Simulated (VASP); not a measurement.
# Rh (Fm-3m) in VASP: a series of runs, part 2 of 3

VASP 6.6.1.

**4. Single point, r2SCAN, collinear spin, ferromagnetic start (volume scaled by 0.88)**

POSCAR reads:

```
Rh
1.0
    0.0000000000      1.8208825405      1.8208825405
    1.8208825405      0.0000000000      1.8208825405
    1.8208825405      1.8208825405      0.0000000000
Rh
1
Direct
    0.0000000000      0.0000000000      0.0000000000
```

INCAR.step1 reads:

```
SYSTEM = Rh
PREC = Accurate
ENCUT = 520
ISMEAR = -1
SIGMA = 0.05
LREAL = .FALSE.
LASPH = .TRUE.
NELM = 150
ISPIN = 2
MAGMOM = 1
LMAXMIX = 4
NBANDS = 18
GGA = PE
ALGO = Normal
EDIFF = 1E-4
LWAVE = .TRUE.
LCHARG = .FALSE.
```

INCAR.step2 reads:

```
SYSTEM = Rh
PREC = Accurate
ENCUT = 520
EDIFF = 1E-7
ISMEAR = -1
SIGMA = 0.05
LREAL = .FALSE.
LASPH = .TRUE.
NELM = 150
ALGO = Normal
ISIF = 2
LWAVE = .FALSE.
LCHARG = .FALSE.
ISPIN = 2
MAGMOM = 1
LORBIT = 11
LMAXMIX = 4
METAGGA = R2SCAN
LMIXTAU = .TRUE.
NBANDS = 18
ISTART = 1
```

KPOINTS reads:

```
Automatic mesh
0
G
  23 23 23
  0 0 0
```

Potentials or basis: VASP PAW PBE potentials, release 64 (Rh_pv).

Launch:

```sh
cat potpaw_PBE.64/Rh_pv/POTCAR > POTCAR
cp INCAR.step1 INCAR
mpirun -np 1 vasp_std > vasp.out
cp INCAR.step2 INCAR
mpirun -np 1 vasp_std > vasp.out
```

OUTCAR:

```text
SYSTEM = Rh
   PREC = Accurate
   ENCUT = 520
   EDIFF = 1E-7
   ISMEAR = -1
   LREAL = .FALSE.
   LASPH = .TRUE.
   NELM = 150
   ISIF = 2
   ISPIN = 2
   LORBIT = 11
   METAGGA = R2SCAN
   ISTART = 1

 ion  position               nearest neighbor table
   1  0.000  0.000  0.000-

  LATTYP: Found a face centered cubic cell.
 ALAT       =     3.6417650810

  Lattice vectors:

 A1 = (   0.0000000000,   1.8208825405,   1.8208825405)
 A2 = (   1.8208825405,   0.0000000000,   1.8208825405)
 A3 = (   1.8208825405,   1.8208825405,   0.0000000000)
[... 1216 lines left out ...]
  -------------------------------------------------------------------------------------
  Total        3.9193662      3.9193662      3.9193662      0.0000000      0.0000000      0.0000000
  in kB      520.0566309    520.0566309    520.0566309      0.0000000      0.0000000      0.0000000
  external PRESSURE =     520.0566309 kB  Pullay stress =       0.0000000 kB

 VOLUME and BASIS-vectors are now :
 -----------------------------------------------------------------------------
  energy-cutoff  :      520.00
  volume of cell :       12.07
      direct lattice vectors                 reciprocal lattice vectors
     0.000000000  1.820882540  1.820882540    -0.274592122  0.274592122  0.274592122
     1.820882540  0.000000000  1.820882540     0.274592122 -0.274592122  0.274592122
     1.820882540  1.820882540  0.000000000     0.274592122  0.274592122 -0.274592122

 POSITION                                       TOTAL-FORCE (eV/Angst)
 -----------------------------------------------------------------------------------
      0.00000      0.00000      0.00000        -0.000000      0.000000      0.000000
 -----------------------------------------------------------------------------------
    total drift:                                0.000000      0.000000      0.000000

  FREE ENERGIE OF THE ION-ELECTRON SYSTEM (eV)
  ---------------------------------------------------
  free  energy   TOTEN  =       -23.8996109815 eV

  energy  without entropy=      -23.8917596009  energy(sigma->0) =      -23.89568529

 total charge

# of ion       s       p       d       tot
------------------------------------------
    1        0.484   6.392   7.220  14.095

 magnetization (x)

# of ion       s       p       d       tot
------------------------------------------
    1       -0.000  -0.000   0.000  -0.000
```

OUTCAR.step1:

```text
SYSTEM = Rh
   PREC = Accurate
   ENCUT = 520
   ISMEAR = -1
   LREAL = .FALSE.
   LASPH = .TRUE.
[... 1247 lines left out ...]
 -----------------------------------------------------------------------------------
      0.00000      0.00000      0.00000         0.000000      0.000000      0.000000
 -----------------------------------------------------------------------------------
    total drift:                                0.000000      0.000000      0.000000

  FREE ENERGIE OF THE ION-ELECTRON SYSTEM (eV)
  ---------------------------------------------------
  free  energy   TOTEN  =        -6.9589715402 eV

  energy  without entropy=       -6.9504848412  energy(sigma->0) =       -6.95472819
```

Run time: 5.7 min. Hardware: 1 thread of AMD EPYC 7R13, shared host; peak memory 0.23 GiB.

What came out:

```
Free energy                                           : -23.8996 eV
Pressure                                              : 52.0 GPa
Net moment                                            : 0.00 μB per cell
Valence electrons inside the program's atomic spheres : Rh 14.10
```

Caveat: the PAW data sets were made with another functional, which shifts forces and pressure a little.

**5. Single point, r2SCAN, collinear spin, ferromagnetic start**

POSCAR reads:

```
Rh
1.0
    0.0000000000      1.9001492147      1.9001492147
    1.9001492147      0.0000000000      1.9001492147
    1.9001492147      1.9001492147      0.0000000000
Rh
1
Direct
    0.0000000000      0.0000000000      0.0000000000
```

INCAR.step1 reads:

```
PREC = Accurate
ENCUT = 520
ISMEAR = -1
SIGMA = 0.05
LREAL = F
LASPH = T
NELM = 150
ISPIN = 2
MAGMOM = 1
LMAXMIX = 4
NBANDS = 18
GGA = PE
ALGO = Normal
EDIFF = 1E-4
LWAVE = T
LCHARG = F
```

INCAR.step2 reads:

```
PREC = Accurate
ENCUT = 520
EDIFF = 1E-6
ISMEAR = -1
SIGMA = 0.05
LREAL = F
LASPH = T
NELM = 150
ALGO = Normal
ISIF = 2
LWAVE = F
LCHARG = F
ISPIN = 2
MAGMOM = 1
LORBIT = 11
LMAXMIX = 4
METAGGA = R2SCAN
LMIXTAU = T
NBANDS = 18
ISTART = 1
```

KPOINTS reads:

```
regular mesh
0
Gamma
  23 23 23
```

Potentials or basis: VASP PAW PBE potentials, release 64 (Rh_pv).

Launch:

```sh
cat potpaw_PBE.64/Rh_pv/POTCAR > POTCAR
cp INCAR.step1 INCAR
mpirun -np 1 vasp_std > vasp.out
cp INCAR.step2 INCAR
mpirun -np 1 vasp_std > vasp.out
```

OUTCAR:

```text
PREC = Accurate
   ENCUT = 520
   EDIFF = 1E-6
   ISMEAR = -1
   LREAL = F
   LASPH = T
   NELM = 150
   ISIF = 2
   ISPIN = 2
   LORBIT = 11
   METAGGA = R2SCAN
   ISTART = 1

 ion  position               nearest neighbor table
   1  0.000  0.000  0.000-

  LATTYP: Found a face centered cubic cell.
 ALAT       =     3.8002984294

  Lattice vectors:

 A1 = (   0.0000000000,   1.9001492147,   1.9001492147)
 A2 = (   1.9001492147,   0.0000000000,   1.9001492147)
 A3 = (   1.9001492147,   1.9001492147,   0.0000000000)

Analysis of symmetry for initial positions (statically):
=====================================================================
 Subroutine PRICEL returns:
 Original cell was already a primitive cell.

 Routine SETGRP: Setting up the symmetry group for a
 face centered cubic supercell.

 Subroutine GETGRP returns: Found 48 space group operations
 (whereof 48 operations were pure point group operations)
 out of a pool of 48 trial point group operations.

The static configuration has the point symmetry O_h .

Analysis of symmetry for dynamics (positions and initial velocities):
=====================================================================
 Subroutine PRICEL returns:
[... 183 lines left out ...]
      3     -36.0179      1.00000
      4       3.5756      1.00000
      5       8.5904      1.00000
      6       8.5904      1.00000
[... 493 lines left out ...]
     17      45.6419      0.00000
     18      52.0047      0.00000

 [... further k-points ...]

 spin component 2

 k-point     1 :       0.0000    0.0000    0.0000
  band No.  band energies     occupation
      1     -36.0179      1.00000
      2     -36.0179      1.00000
      3     -36.0179      1.00000
      4       3.5756      1.00000
      5       8.5904      1.00000
      6       8.5904      1.00000
[... 493 lines left out ...]
     17      45.6419      0.00000
     18      52.0047      0.00000

 [... further k-points ...]
[... 5 lines left out ...]
  --------------------------------------------------------------------------------------
  -------------------------------------------------------------------------------------
  Total        0.0997254      0.0997254      0.0997254      0.0000000      0.0000000      0.0000000
  in kB       11.6445673     11.6445673     11.6445673      0.0000000      0.0000000      0.0000000
  external PRESSURE =      11.6445673 kB  Pullay stress =       0.0000000 kB

 VOLUME and BASIS-vectors are now :
 -----------------------------------------------------------------------------
  energy-cutoff  :      520.00
  volume of cell :       13.72
      direct lattice vectors                 reciprocal lattice vectors
     0.000000000  1.900149215  1.900149215    -0.263137230  0.263137230  0.263137230
     1.900149215  0.000000000  1.900149215     0.263137230 -0.263137230  0.263137230
     1.900149215  1.900149215  0.000000000     0.263137230  0.263137230 -0.263137230

 POSITION                                       TOTAL-FORCE (eV/Angst)
 -----------------------------------------------------------------------------------
      0.00000      0.00000      0.00000         0.000000      0.000000      0.000000
 -----------------------------------------------------------------------------------
    total drift:                               -0.000000     -0.000000     -0.000000

  FREE ENERGIE OF THE ION-ELECTRON SYSTEM (eV)
  ---------------------------------------------------
  free  energy   TOTEN  =       -24.1425356220 eV

  energy  without entropy=      -24.1327218795  energy(sigma->0) =      -24.13762875

 total charge

# of ion       s       p       d       tot
------------------------------------------
    1        0.427   6.299   7.097  13.823

 magnetization (x)

# of ion       s       p       d       tot
------------------------------------------
    1       -0.000   0.000  -0.000  -0.000
```

OUTCAR.step1:

```text
PREC = Accurate
   ENCUT = 520
   ISMEAR = -1
   LREAL = F
   LASPH = T
   NELM = 150
[... 1244 lines left out ...]

 POSITION                                       TOTAL-FORCE (eV/Angst)
 -----------------------------------------------------------------------------------
      0.00000      0.00000      0.00000         0.000000      0.000000     -0.000000
 -----------------------------------------------------------------------------------
    total drift:                               -0.000000     -0.000000     -0.000000

  FREE ENERGIE OF THE ION-ELECTRON SYSTEM (eV)
  ---------------------------------------------------
  free  energy   TOTEN  =        -7.2571789235 eV

  energy  without entropy=       -7.2466286113  energy(sigma->0) =       -7.25190377
```

OSZICAR.step1:

```text
N       E                     dE             d eps       ncg     rms          rms(c)
DAV:   1     0.132559028867E+03    0.13256E+03   -0.81949E+03 26384   0.929E+02
DAV:   2    -0.510055337186E+01   -0.13766E+03   -0.13025E+03 28020   0.297E+02
DAV:   3    -0.765100918434E+01   -0.25505E+01   -0.25362E+01 29824   0.425E+01
DAV:   4    -0.765929790555E+01   -0.82887E-02   -0.82880E-02 28932   0.245E+00
DAV:   5    -0.765934360913E+01   -0.45704E-04   -0.45704E-04 28466   0.163E-01    0.108E+01
DAV:   6    -0.727181324138E+01    0.38753E+00   -0.48205E-01 27310   0.955E+00    0.369E+00
DAV:   7    -0.725958619546E+01    0.12227E-01   -0.20467E-02 28164   0.159E+00    0.182E+00
DAV:   8    -0.725763965857E+01    0.19465E-02   -0.21112E-03 27956   0.472E-01    0.100E+00
DAV:   9    -0.725711790044E+01    0.52176E-03   -0.70083E-04 28354   0.296E-01    0.134E-01
DAV:  10    -0.725717892347E+01   -0.61023E-04   -0.49653E-05 14878   0.733E-02
   1 F= -.72571789E+01 E0= -.72519038E+01  d E =-.105503E-01  mag=    -0.0004
```

Wall time 10 min (1 thread of AMD EPYC 7R13 (Zen 3), shared host); peak memory 0.2 GiB.

Results:

```
Free energy                                           : -24.1425 eV
Pressure                                              : 1.2 GPa
Net moment                                            : 0.00 μB per cell
Valence electrons inside the program's atomic spheres : Rh 13.82
```

Caveat: the PAW data sets were made with another functional, which shifts forces and pressure a little.

(Continued in part 3 of 3.)
